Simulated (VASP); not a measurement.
# MoS2 (P6_3/mmc) in VASP: single point with PBEsol

Aim: the single point of MoS2 with PBEsol.

All numbers are computed with VASP 6.6.1; they aren't measurements. Logs are shortened: lines on timing, memory, paths and dates and some standing lists are left out, and cuts for length are marked.

### 1 The cell of the first run

It takes space group P6_3/mmc (No. 194, hexagonal). The conventional cell has a = 3.070 Å, b = 3.070 Å, c = 11.349 Å, α = 90.00°, β = 90.00°, γ = 120.00°. Mo (site symmetry -6m2) has 6 S at 2.37 Å and 6 Mo at 3.07 Å within 3.1 Å. Within 3.2 Å of S (site symmetry 3m) lie 3 Mo at 2.37 Å and 10 S at 3.07 to 3.13 Å.

### 2 Single point, PBEsol

INCAR

```
SYSTEM = MoS2
PREC = Accurate
ENCUT = 520
EDIFF = 1E-6
ISMEAR = 0
SIGMA = 0.02
LREAL = .False.
LASPH = .True.
NELM = 100
ALGO = Normal
ISIF = 2
LWAVE = .False.
LCHARG = .False.
GGA = PS
NBANDS = 35
```

KPOINTS

```
regular mesh
0
Gamma
  15 15 4
  0 0 0
```

POSCAR

```
MoS2
1.0
    3.0703668469      0.0000000000      0.0000000000
   -1.5351834235      2.6590156884      0.0000000000
    0.0000000000      0.0000000000     11.3491163661
Mo S
2 4
Direct
    0.3333333333      0.6666666667      0.2500000000
    0.6666666667      0.3333333333      0.7500000000
    0.3333333333      0.6666666667      0.6119080698
    0.6666666667      0.3333333333      0.1119080698
    0.3333333333      0.6666666667      0.8880919302
    0.6666666667      0.3333333333      0.3880919302
```

Potentials or basis: VASP PAW PBE potentials, release 64 (Mo_sv, S).

Run with:

```sh
> cat potpaw_PBE.64/Mo_sv/POTCAR potpaw_PBE.64/S/POTCAR > POTCAR
> mpirun -np 1 vasp_std > vasp.out
```

OUTCAR:

```text
SYSTEM = MoS2
   PREC = Accurate
   ENCUT = 520
   EDIFF = 1E-6
   ISMEAR = 0
   LREAL = .False.
   LASPH = .True.
   NELM = 100
   ISIF = 2
   GGA = PS

 ion  position               nearest neighbor table
   1  0.333  0.667  0.250-   4 2.37   6 2.37   4 2.37   6 2.37   4 2.37   6 2.37
   2  0.667  0.333  0.750-   3 2.37   5 2.37   3 2.37   5 2.37   3 2.37   5 2.37
   3  0.333  0.667  0.612-   2 2.37   2 2.37   2 2.37
   4  0.667  0.333  0.112-   1 2.37   1 2.37   1 2.37
   5  0.333  0.667  0.888-   2 2.37   2 2.37   2 2.37
   6  0.667  0.333  0.388-   1 2.37   1 2.37   1 2.37

  LATTYP: Found a hexagonal cell.
 ALAT       =     3.0703668469
 C/A-ratio  =     3.6963388846

  Lattice vectors:

 A1 = (   3.0703668469,   0.0000000000,   0.0000000000)
 A2 = (  -1.5351834235,   2.6590156884,   0.0000000000)
 A3 = (   0.0000000000,   0.0000000000,  11.3491163661)

Analysis of symmetry for initial positions (statically):
=====================================================================
 Subroutine PRICEL returns:
 Original cell was already a primitive cell.

 Routine SETGRP: Setting up the symmetry group for a
 hexagonal supercell.

 Subroutine GETGRP returns: Found 24 space group operations
 (whereof 12 operations were pure point group operations)
 out of a pool of 24 trial point group operations.

The static configuration has the point symmetry D_3d.
 The point group associated with its full space group is D_6h.

Analysis of symmetry for dynamics (positions and initial velocities):
=====================================================================
 Subroutine PRICEL returns:
 Original cell was already a primitive cell.

 Routine SETGRP: Setting up the symmetry group for a
 hexagonal supercell.

 Subroutine GETGRP returns: Found 24 space group operations
 (whereof 12 operations were pure point group operations)
 out of a pool of 24 trial point group operations.

The dynamic configuration has the point symmetry D_3d.
 The point group associated with its full space group is D_6h.

 Subroutine INISYM returns: Found 24 space group operations
 (whereof 12 operations are pure point group operations),
 and found     1 'primitive' translations

----------------------------------------------------------------------------------------

                                     Primitive cell

  volume of cell :      92.6559

  direct lattice vectors                    reciprocal lattice vectors
[... 98 lines left out ...]
   NSW    =      0    number of steps for IOM
   IBRION =     -1    ionic relax: 0-MD 1-quasi-New 2-CG
   NFREE  =      0    steps in history (QN), initial steepest desc. (CG)
   ISIF   =      2    stress and relaxation
   ISYM   =      2    0-nonsym 1-usesym 2-fastsym
   POTIM  = 0.5000    time-step for ionic-motion
   TEBEG  =    0.0;   TEEND  =   0.0 temperature during run
   PSTRESS=    0.0 pullay stress
   NELECT =      52.0000    total number of electrons
   NUPDOWN=      -1.0000    fix difference up-down
   EMIN   =  10.00;   EMAX   =-10.00  energy-range for DOS
   EFERMI =   0.00;   METHOD = LEGACY
   ISMEAR =     0;   SIGMA  =   0.02  broadening in eV -4-tet -1-fermi 0-gaus
   EFERMI_NEDOS =   21; number of points for ismear=-14 and -15
   IALGO  =     38    algorithm
   IMIX   =      4    mixing-type and parameters
     AMIX     =   0.40;   BMIX     =  1.00
     AMIX_MAG =   1.60;   BMIX_MAG =  1.00
  volume/ion in A,a.u.               =      15.44       104.21
  Fermi-wavevector in a.u.,A,eV,Ry     =   1.350366  2.551822 24.810070  1.823489
  Thomas-Fermi vector in A             =   2.477877
   LORBIT       =      0    0 simple, 1 ext, 2 COOP (PROOUT), +10 PAW based schemes
   GGA     = PS    functional components
   LHFCALC =     F    Hartree Fock is set to
   AEXX    =    0.0000 exact exchange contribution
   IVDW    =     0    specifies the selected vdW correction
   LEPSILON=     F    determine dielectric tensor
   LRPA    =     F    only Hartree local field effects (RPA)
 non-spin polarized calculation
 Gauss-broadening in eV      SIGMA  =   0.02
  energy-cutoff  :      520.00
  volume of cell :       92.66
 maximum number of plane-waves:      2516
 NGX is ok and might be reduce to    24
   NGX = 11   NGY = 11   NGZ = 43

 number of electron      52.0000001 magnetization

 Free energy of the ion-electron system (eV)
  ---------------------------------------------------
  ext. energy  EPLUGINS =         0.00000000
  ---------------------------------------------------
  free energy    TOTEN  =       -46.57638854 eV

  energy without entropy =      -46.57638854  energy(sigma->0) =      -46.57638854

 E-fermi :   9.9681     XC(G=0): -11.8737

 val. band max:        9.7166685615   @ k =   0.0000   0.0000   0.0000
 cond. band min:      10.0660322917   @ k =   0.2000   0.2000   0.0000
 fundamental gap:      0.3493637302
 Fermi energy:         9.9680631512

 k-point     1 :       0.0000    0.0000    0.0000
  band No.  band energies     occupation
      1     -51.9075      2.00000
      2     -51.9075      2.00000
      3     -26.1751      2.00000
      4     -26.1745      2.00000
      5     -25.8215      2.00000
      6     -25.8215      2.00000
[... 901 lines left out ...]
     34      14.3991      0.00000
     35      15.5455      0.00000

 [... further k-points ...]

------------------------ aborting loop because EDIFF is reached ----------------------------------------

  FORCE on cell =-STRESS in cart. coord.  units (eV):
  Direction    XX          YY          ZZ          XY          YZ          ZX
  --------------------------------------------------------------------------------------
  -------------------------------------------------------------------------------------
  Total        5.5467298      5.5467298      5.5313642     -0.0000000      0.0000000     -0.0000000
  in kB       95.9123164     95.9123164     95.6466190     -0.0000000      0.0000000     -0.0000000
  external PRESSURE =      95.8237506 kB  Pullay stress =       0.0000000 kB

 VOLUME and BASIS-vectors are now :
 -----------------------------------------------------------------------------
  energy-cutoff  :      520.00
  volume of cell :       92.66
      direct lattice vectors                 reciprocal lattice vectors
     3.070366847  0.000000000  0.000000000     0.325693981  0.188039507  0.000000000
    -1.535183423  2.659015688  0.000000000     0.000000000  0.376079015  0.000000000
     0.000000000  0.000000000 11.349116366     0.000000000  0.000000000  0.088112587

 POSITION                                       TOTAL-FORCE (eV/Angst)
 -----------------------------------------------------------------------------------
     -0.00000      1.77268      2.83728         0.000000     -0.000000      0.000000
      1.53518      0.88634      8.51184        -0.000000      0.000000      0.000000
     -0.00000      1.77268      6.94462        -0.000000     -0.000000      0.007134
      1.53518      0.88634      1.27006         0.000000     -0.000000      0.007134
     -0.00000      1.77268     10.07906        -0.000000      0.000000     -0.007134
      1.53518      0.88634      4.40450         0.000000      0.000000     -0.007134
 -----------------------------------------------------------------------------------
    total drift:                                0.000000     -0.000000      0.000000

  FREE ENERGIE OF THE ION-ELECTRON SYSTEM (eV)
  ---------------------------------------------------
  free  energy   TOTEN  =       -46.5763885375 eV

  energy  without entropy=      -46.5763885375  energy(sigma->0) =      -46.57638854
```

stdout:

```text
POSCAR found type information on POSCAR MoS
 POSCAR found :  2 types and       6 ions
 scaLAPACK will be used
 -----------------------------------------------------------------------------
|                                                                             |
|                                                                             |
|     You enforced a specific xc type in the INCAR file but a different       |
|     I HOPE YOU KNOW WHAT YOU ARE DOING!                                     |
|                                                                             |
 -----------------------------------------------------------------------------

 LDA part: xc-table for (Slater+PW92), standard interpolation
 POSCAR, INCAR and KPOINTS ok, starting setup
 FFT: planning ... GRIDC
 FFT: planning ... GRID_SOFT
 FFT: planning ... GRID
 WAVECAR not read
 entering main loop
```

Run time: 5.5 min. Hardware: 1 thread of Intel Xeon 8259CL, shared host; peak memory 0.34 GiB.

Results:

```
Free energy            : -46.5764 eV
Pressure               : 9.6 GPa
Largest force          : 0.007 eV/Å
Band gap on the k mesh : 0.35 eV (least direct gap 1.70 eV)
```

Forces in eV/Å, atoms in the order of the input:
```
Mo   0.000  0.000  0.000
Mo   0.000  0.000  0.000
S    0.000  0.000  0.007
S    0.000  0.000  0.007
S    0.000  0.000 -0.007
S    0.000  0.000 -0.007
```

Caveat: the cell stands under pressure; the PAW data sets were made with another functional, which shifts forces and pressure a little; an odd mesh through Γ misses points on the zone boundary, where band edges can lie.
